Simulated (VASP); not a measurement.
# ZnS (P1) in VASP: a series of runs

Runs on ZnS. Level: r2SCAN. Tasks: single point.

All numbers are computed with VASP 6.6.1; they aren't measurements. Logs are shortened: lines on timing, memory, paths and dates and some standing lists are left out, and cuts for length are marked.

## 1. The cell of the first run

The typed cell holds 4 atoms: a = 3.811 Å, b = 3.811 Å, c = 6.234 Å, α = 90.00°, β = 90.00°, γ = 120.00°.

## 2. Single point, r2SCAN (atom 3 (S) moved by (-0.150, -0.150) A along x and y)

POSCAR reads:

```
ZnS
1.0
    3.8109987816      0.0000000000      0.0000000000
   -1.9054993908      3.3004217586      0.0000000000
    0.0000000000      0.0000000000      6.2340000000
Zn S
2 2
Direct
    0.3333333333      0.6666666667      0.0000000000
    0.6666666667      0.3333333333      0.5000000000
    0.2712492042      0.6212179298      0.3850000000
    0.6666666667      0.3333333333      0.8850000000
```

INCAR.step1 reads:

```
PREC = Accurate
ENCUT = 520
ISMEAR = 0
SIGMA = 0.05
LREAL = False
LASPH = True
NELM = 100
NBANDS = 26
GGA = PE
ALGO = Normal
EDIFF = 1E-4
LWAVE = True
LCHARG = False
```

INCAR.step2 reads:

```
PREC = Accurate
ENCUT = 520
EDIFF = 1E-6
ISMEAR = 0
SIGMA = 0.05
LREAL = False
LASPH = True
NELM = 100
ALGO = Normal
ISIF = 2
LWAVE = False
LCHARG = False
METAGGA = R2SCAN
LMIXTAU = True
NBANDS = 26
ISTART = 1
```

KPOINTS reads:

```
regular mesh
0
Gamma
  6 6 4
```

Potentials or basis: VASP PAW PBE potentials, release 64 (Zn, S).

Command:

```sh
$ cat potpaw_PBE.64/Zn/POTCAR potpaw_PBE.64/S/POTCAR > POTCAR
$ cp INCAR.step1 INCAR
$ mpirun -np 1 vasp_std > vasp.out
$ cp INCAR.step2 INCAR
$ mpirun -np 1 vasp_std > vasp.out
```

OUTCAR:

```text
PREC = Accurate
   ENCUT = 520
   EDIFF = 1E-6
   ISMEAR = 0
   LREAL = False
   LASPH = True
   NELM = 100
   ISIF = 2
   METAGGA = R2SCAN
   ISTART = 1

 ion  position               nearest neighbor table
   1  0.333  0.667  0.000-   4 2.31   4 2.31   4 2.31   3 2.41
   2  0.667  0.333  0.500-   3 2.12   3 2.38   4 2.40   3 2.46
   3  0.271  0.621  0.385-   2 2.12   2 2.38   1 2.41   2 2.46
   4  0.667  0.333  0.885-   1 2.31   1 2.31   1 2.31   2 2.40

  LATTYP: Found a hexagonal cell.
 ALAT       =     3.8109987816
 C/A-ratio  =     1.6357916539

  Lattice vectors:

 A1 = (   3.8109987816,   0.0000000000,   0.0000000000)
 A2 = (  -1.9054993908,   3.3004217586,   0.0000000000)
 A3 = (   0.0000000000,   0.0000000000,   6.2340000000)

Analysis of symmetry for initial positions (statically):
=====================================================================
 Subroutine PRICEL returns:
 Original cell was already a primitive cell.

 Routine SETGRP: Setting up the symmetry group for a
 hexagonal supercell.

 Subroutine GETGRP returns: Found  1 space group operations
 (whereof  1 operations were pure point group operations)
 out of a pool of 24 trial point group operations.

The static configuration has the point symmetry C_1 .

Analysis of symmetry for dynamics (positions and initial velocities):
=====================================================================
 Subroutine PRICEL returns:
 Original cell was already a primitive cell.

 Routine SETGRP: Setting up the symmetry group for a
 hexagonal supercell.

 Subroutine GETGRP returns: Found  1 space group operations
 (whereof  1 operations were pure point group operations)
 out of a pool of 24 trial point group operations.

The dynamic configuration has the point symmetry C_1 .

 Subroutine INISYM returns: Found  1 space group operations
 (whereof  1 operations are pure point group operations),
 and found     1 'primitive' translations

----------------------------------------------------------------------------------------

                                     Primitive cell

  volume of cell :      78.4106

  direct lattice vectors                    reciprocal lattice vectors
     3.810998782  0.000000000  0.000000000     0.262398405  0.151495789  0.000000000
    -1.905499391  3.300421759  0.000000000     0.000000000  0.302991579  0.000000000
     0.000000000  0.000000000  6.234000000     0.000000000  0.000000000  0.160410651

  length of vectors
     3.810998782  3.810998782  6.234000000     0.302991579  0.302991579  0.160410651

  position of ions in fractional coordinates (direct lattice)
     0.333333333  0.666666667  0.000000000
     0.666666667  0.333333333  0.500000000
     0.271249204  0.621217930  0.385000000
     0.666666667  0.333333333  0.885000000

  ion indices of the primitive-cell ions
   primitive index   ion index
                 1           1
                 2           2
                 3           3
                 4           4

----------------------------------------------------------------------------------------

 KPOINTS: regular mesh

Automatic generation of k-mesh.
 Grid dimensions read from file:
 generate k-points for:    6    6    4

 Generating k-lattice:

  Cartesian coordinates                     Fractional coordinates (reciprocal lattice)
     0.043733067  0.025249298  0.000000000     0.166666667  0.000000000  0.000000000
     0.000000000  0.050498596  0.000000000     0.000000000  0.166666667  0.000000000
     0.000000000  0.000000000  0.040102663     0.000000000  0.000000000  0.250000000

  Length of vectors
     0.050498596  0.050498596  0.040102663

  Shift w.r.t. Gamma in fractional coordinates (k-lattice)
     0.000000000  0.000000000  0.000000000

 Subroutine IBZKPT returns following result:
 ===========================================

 Found     76 irreducible k-points:

 Following reciprocal coordinates:
            Coordinates               Weight
  0.000000  0.000000  0.000000      1.000000
  0.166667  0.000000  0.000000      2.000000
  0.000000  0.166667  0.000000      2.000000
 -0.166667  0.166667  0.000000      2.000000
  0.333333  0.000000  0.000000      2.000000
  0.000000  0.333333  0.000000      2.000000
[... 16 lines left out ...]
  0.000000  0.166667  0.250000      2.000000
 -0.166667  0.166667  0.250000      2.000000
 [... further k-points ...]
   k-points           NKPTS =     76   k-points in BZ     NKDIM =     76   number of bands    NBANDS=     26
   number of dos      NEDOS =    301   number of ions     NIONS =      4
   total plane-waves  NPLWV =  37632
   dimension x,y,z NGX =    28 NGY =   28 NGZ =   48
   dimension x,y,z NGXF=    56 NGYF=   56 NGZF=   96
   ions per type =               2   2
   NGX,Y,Z   is equivalent  to a cutoff of  12.21, 12.21, 12.80 a.u.
   NGXF,Y,Z  is equivalent  to a cutoff of  24.43, 24.43, 25.60 a.u.
 SYSTEM =  unknown system
   PREC   = accura    normal or accurate (medium, high low for compatibility)
   ISTART =      1    job   : 0-new  1-cont  2-samecut
   ICHARG =      0    charge: 1-file 2-atom 10-const
   ISPIN  =      1    spin polarized calculation?
   LNONCOLLINEAR =      F non collinear calculations
   LSORBIT =      F    spin-orbit coupling
   LASPH  =      T    aspherical Exc in radial PAW
   ENCUT  =  520.0 eV  38.22 Ry    6.18 a.u.   7.09  7.09 11.59*2*pi/ulx,y,z
   NELM   =    100;   NELMIN=  2; NELMDL=  0     # of ELM steps
   EDIFF  = 0.1E-05   stopping-criterion for ELM
   LREAL  =      F    real-space projection
   EDIFFG = 0.1E-04   stopping-criterion for IOM
   NSW    =      0    number of steps for IOM
   IBRION =     -1    ionic relax: 0-MD 1-quasi-New 2-CG
   NFREE  =      0    steps in history (QN), initial steepest desc. (CG)
   ISIF   =      2    stress and relaxation
   ISYM   =      2    0-nonsym 1-usesym 2-fastsym
   POTIM  = 0.5000    time-step for ionic-motion
   TEBEG  =    0.0;   TEEND  =   0.0 temperature during run
   PSTRESS=    0.0 pullay stress
   NELECT =      36.0000    total number of electrons
   NUPDOWN=      -1.0000    fix difference up-down
   EMIN   =  10.00;   EMAX   =-10.00  energy-range for DOS
   EFERMI =   0.00;   METHOD = LEGACY
   ISMEAR =     0;   SIGMA  =   0.05  broadening in eV -4-tet -1-fermi 0-gaus
   EFERMI_NEDOS =   21; number of points for ismear=-14 and -15
   IALGO  =     38    algorithm
   IMIX   =      4    mixing-type and parameters
     AMIX     =   0.40;   BMIX     =  1.00
     AMIX_MAG =   1.60;   BMIX_MAG =  1.00
  volume/ion in A,a.u.               =      19.60       132.29
  Fermi-wavevector in a.u.,A,eV,Ry     =   1.262944  2.386617 21.701656  1.595027
  Thomas-Fermi vector in A             =   2.396326
   LORBIT       =      0    0 simple, 1 ext, 2 COOP (PROOUT), +10 PAW based schemes
   METAGGA = R2SCAN    functional components
   LHFCALC =     F    Hartree Fock is set to
   AEXX    =    0.0000 exact exchange contribution
   IVDW    =     0    specifies the selected vdW correction
   LEPSILON=     F    determine dielectric tensor
   LRPA    =     F    only Hartree local field effects (RPA)
 non-spin polarized calculation
 Gauss-broadening in eV      SIGMA  =   0.05
  energy-cutoff  :      520.00
  volume of cell :       78.41
 maximum number of plane-waves:      2133
   NGX = 15   NGY = 15   NGZ = 23

 number of electron      35.9999977 magnetization

 Free energy of the ion-electron system (eV)
  ---------------------------------------------------
  ext. energy  EPLUGINS =         0.00000000
  ---------------------------------------------------
  free energy    TOTEN  =       -37.49831958 eV

  energy without entropy =      -37.49831958  energy(sigma->0) =      -37.49831958

 E-fermi :   2.1351     XC(G=0): -10.3039

 val. band max:        1.9324004276   @ k =   0.0000   0.0000   0.0000
 cond. band min:       4.7048186351   @ k =   0.0000   0.0000   0.0000
 fundamental gap:      2.7724182075
 Fermi energy:         2.1351407835

 k-point     1 :       0.0000    0.0000    0.0000
  band No.  band energies     occupation
      1     -11.8707      2.00000
      2     -10.9309      2.00000
      3      -4.8365      2.00000
      4      -4.6509      2.00000
      5      -4.6299      2.00000
      6      -4.5962      2.00000
[... 18 lines left out ...]
     25      10.5593      0.00000
     26      11.6422      0.00000

 k-point     2 :       0.1667    0.0000    0.0000
  band No.  band energies     occupation
      1     -11.6752      2.00000
      2     -10.8262      2.00000
      3      -4.8261      2.00000
      4      -4.6109      2.00000
      5      -4.5922      2.00000
      6      -4.5566      2.00000
[... 18 lines left out ...]
     25      10.6395      0.00000
     26      10.8967      0.00000

 k-point     3 :       0.0000    0.1667    0.0000
  band No.  band energies     occupation
      1     -11.6888      2.00000
      2     -10.8241      2.00000
      3      -4.8114      2.00000
      4      -4.6484      2.00000
      5      -4.6152      2.00000
      6      -4.5524      2.00000
[... 18 lines left out ...]
     25      10.5123      0.00000
     26      11.2432      0.00000

 k-point     4 :      -0.1667    0.1667    0.0000
  band No.  band energies     occupation
      1     -11.6843      2.00000
      2     -10.8239      2.00000
      3      -4.8190      2.00000
      4      -4.6379      2.00000
      5      -4.5944      2.00000
      6      -4.5563      2.00000
[... 18 lines left out ...]
     25      10.5803      0.00000
     26      11.1855      0.00000

 k-point     5 :       0.3333    0.0000    0.0000
  band No.  band energies     occupation
      1     -11.1974      2.00000
      2     -10.6480      2.00000
      3      -4.7485      2.00000
      4      -4.5463      2.00000
      5      -4.4981      2.00000
      6      -4.4658      2.00000
[... 18 lines left out ...]
     25      10.8882      0.00000
     26      12.5583      0.00000

 k-point     6 :       0.0000    0.3333    0.0000
  band No.  band energies     occupation
      1     -11.2620      2.00000
      2     -10.6212      2.00000
      3      -4.7541      2.00000
      4      -4.6365      2.00000
      5      -4.5585      2.00000
      6      -4.4491      2.00000
[... 427 lines left out ...]
 k-point    21 :       0.0000    0.0000    0.2500
  band No.  band energies     occupation
      1     -11.7511      2.00000
      2     -11.0895      2.00000
      3      -4.8386      2.00000
      4      -4.6499      2.00000
      5      -4.6305      2.00000
      6      -4.6053      2.00000
[... 18 lines left out ...]
     25      10.1736      0.00000
     26      10.8986      0.00000

 k-point    22 :       0.1667    0.0000    0.2500
  band No.  band energies     occupation
      1     -11.5684      2.00000
      2     -10.9609      2.00000
      3      -4.8165      2.00000
      4      -4.6413      2.00000
      5      -4.5898      2.00000
      6      -4.5744      2.00000
[... 18 lines left out ...]
     25      10.2580      0.00000
     26      10.9708      0.00000

 k-point    23 :       0.0000    0.1667    0.2500
  band No.  band energies     occupation
      1     -11.5792      2.00000
      2     -10.9635      2.00000
      3      -4.8089      2.00000
      4      -4.6504      2.00000
      5      -4.6314      2.00000
      6      -4.5622      2.00000
[... 18 lines left out ...]
     25      10.6677      0.00000
     26      11.0119      0.00000

 k-point    24 :      -0.1667    0.1667    0.2500
  band No.  band energies     occupation
      1     -11.5715      2.00000
      2     -10.9673      2.00000
      3      -4.8285      2.00000
      4      -4.6405      2.00000
      5      -4.5894      2.00000
      6      -4.5665      2.00000
[... 18 lines left out ...]
     25      10.6404      0.00000
     26      10.8890      0.00000

 [... further k-points ...]

------------------------ aborting loop because EDIFF is reached ----------------------------------------

  FORCE on cell =-STRESS in cart. coord.  units (eV):
  Direction    XX          YY          ZZ          XY          YZ          ZX
  --------------------------------------------------------------------------------------
  -------------------------------------------------------------------------------------
  Total        2.2801227     -0.0455959     -0.3321750      1.4295969     -0.6140766     -0.9714967
  in kB       46.5901117     -0.9316678     -6.7873839     29.2111825    -12.5475263    -19.8507466
  external PRESSURE =      12.9570200 kB  Pullay stress =       0.0000000 kB

 VOLUME and BASIS-vectors are now :
 -----------------------------------------------------------------------------
  energy-cutoff  :      520.00
  volume of cell :       78.41
      direct lattice vectors                 reciprocal lattice vectors
     3.810998782  0.000000000  0.000000000     0.262398405  0.151495789  0.000000000
    -1.905499391  3.300421759  0.000000000     0.000000000  0.302991579  0.000000000
     0.000000000  0.000000000  6.234000000     0.000000000  0.000000000  0.160410651

 POSITION                                       TOTAL-FORCE (eV/Angst)
 -----------------------------------------------------------------------------------
     -0.00000      2.20028      0.00000        -0.058445     -0.053361      0.340483
      1.90550      1.10014      3.11700        -1.579013     -1.055064      0.649621
     -0.15000      2.05028      2.40009         1.746489      1.198696     -0.682250
      1.90550      1.10014      5.51709        -0.109030     -0.090272     -0.307855
 -----------------------------------------------------------------------------------
    total drift:                                0.010019      0.004195      0.000210

  FREE ENERGIE OF THE ION-ELECTRON SYSTEM (eV)
  ---------------------------------------------------
  free  energy   TOTEN  =       -37.4983195832 eV

  energy  without entropy=      -37.4983195832  energy(sigma->0) =      -37.49831958
```

Run time: 9.2 min. Hardware: 1 thread of Intel Xeon 8259CL, shared host; peak memory 0.28 GiB.

Results:

| Item | Value |
| --- | --- |
| Free energy | -37.4983 eV |
| Pressure | 1.3 GPa |
| Largest force | 2.225 eV/Å |
| Band gap on the k mesh | 2.77 eV |

Forces in eV/Å, atoms in the order of the input:
```
Zn  -0.058 -0.053  0.340
Zn  -1.579 -1.055  0.650
S    1.746  1.199 -0.682
S   -0.109 -0.090 -0.308
```

Stress tensor (GPa, compression positive):
```
 4.66  2.92 -1.99
 2.92 -0.09 -1.25
-1.99 -1.25 -0.68
```

Caveat: the cell differs from its parent crystal (atom 3 (S) moved by (-0.150, -0.150) A along x and y); the PAW data sets were made with another functional, which shifts forces and pressure a little.

## 3. Single point, r2SCAN (atom 3 (S) moved by (-0.150, +0.150) A along x and y)

POSCAR, as its differences from that of step 2:

```diff
@@ -10,3 +10,3 @@
     0.6666666667      0.3333333333      0.5000000000
-    0.2712492042      0.6212179298      0.3850000000
+    0.3166979411      0.7121154035      0.3850000000
     0.6666666667      0.3333333333      0.8850000000
```

INCAR.step1 reads:

```
  PREC = Accurate
  ENCUT = 520
  ISMEAR = 0
  SIGMA = 0.05
  LREAL = F
  LASPH = T
  NELM = 60
  NBANDS = 26
  GGA = PE
  ALGO = Normal
  EDIFF = 1E-4
  LWAVE = T
  LCHARG = F
```

INCAR.step2 reads:

```
  PREC = Accurate
  ENCUT = 520
  EDIFF = 1E-7
  ISMEAR = 0
  SIGMA = 0.05
  LREAL = F
  LASPH = T
  NELM = 60
  ALGO = Normal
  ISIF = 2
  LWAVE = F
  LCHARG = T
  METAGGA = R2SCAN
  LMIXTAU = T
  LELF = T
  LVHAR = T
  NBANDS = 26
  ISTART = 1
```

KPOINTS reads:

```
Automatic mesh
0
Gamma
  6 6 4
```

Potentials or basis: VASP PAW PBE potentials, release 64 (Zn, S).

Command:

```sh
$ cat potpaw_PBE.64/Zn/POTCAR potpaw_PBE.64/S/POTCAR > POTCAR
$ cp INCAR.step1 INCAR
$ mpirun -np 1 vasp_std > vasp.out
$ cp INCAR.step2 INCAR
$ mpirun -np 1 vasp_std > vasp.out
```

Run time: 10 min. Hardware: 1 thread of Intel Xeon 8259CL, shared host; peak memory 0.28 GiB.

It converged, with:

```yaml
Free_energy: -37.5531 eV
Pressure: 1.0 GPa
Largest_force: 1.478 eV/Å
Band_gap_on_the_k_mesh: 2.78 eV
```

Forces in eV/Å, atoms in the order of the input:
```
Zn  -0.048  0.054  0.341
Zn  -0.527  1.045  0.554
S    0.647 -1.190 -0.591
S   -0.072  0.091 -0.304
```

Stress tensor (GPa, compression positive):
```
-0.39  1.77 -0.52
 1.77  4.23  1.24
-0.52  1.24 -0.84
```

Levels at points of the mesh, in eV from the valence-band top:
| k point | band 14 | band 15 | band 16 | band 17 | band 18 | band 19 | band 20 | band 21 | band 22 | band 23 |
| --- | --- | --- | --- | --- | --- | --- | --- | --- | --- | --- |
| (0.00, 0.00, 0.00) | -1.13 | -0.73 | -0.11 | -0.03 | 0.00 | 2.78 | 3.51 | 6.76 | 6.78 | 7.04 |
| (0.50, 0.00, 0.00) | -4.38 | -3.24 | -2.27 | -1.72 | -0.99 | 3.99 | 4.76 | 5.60 | 7.45 | 8.03 |
| (0.00, 0.50, 0.00) | -4.48 | -3.11 | -2.29 | -1.87 | -1.01 | 4.03 | 4.92 | 5.88 | 7.40 | 7.81 |
| (0.50, 0.50, 0.00) | -3.97 | -3.44 | -2.37 | -1.29 | -1.05 | 3.81 | 4.46 | 5.00 | 7.54 | 8.35 |
| (0.00, 0.00, 0.50) | -2.79 | -0.81 | -0.52 | -0.49 | -0.23 | 4.00 | 4.04 | 6.76 | 7.02 | 7.18 |
| (0.50, 0.00, 0.50) | -5.04 | -1.90 | -1.71 | -1.59 | -1.35 | 3.91 | 3.95 | 5.50 | 5.54 | 9.50 |
| (0.00, 0.50, 0.50) | -5.04 | -1.83 | -1.73 | -1.56 | -1.39 | 3.78 | 4.02 | 5.47 | 5.71 | 9.51 |
| (0.50, 0.50, 0.50) | -4.64 | -1.84 | -1.75 | -1.73 | -1.58 | 3.95 | 4.26 | 5.25 | 5.64 | 9.46 |

Caveat: the cell differs from its parent crystal (atom 3 (S) moved by (-0.150, +0.150) A along x and y); the PAW data sets were made with another functional, which shifts forces and pressure a little.
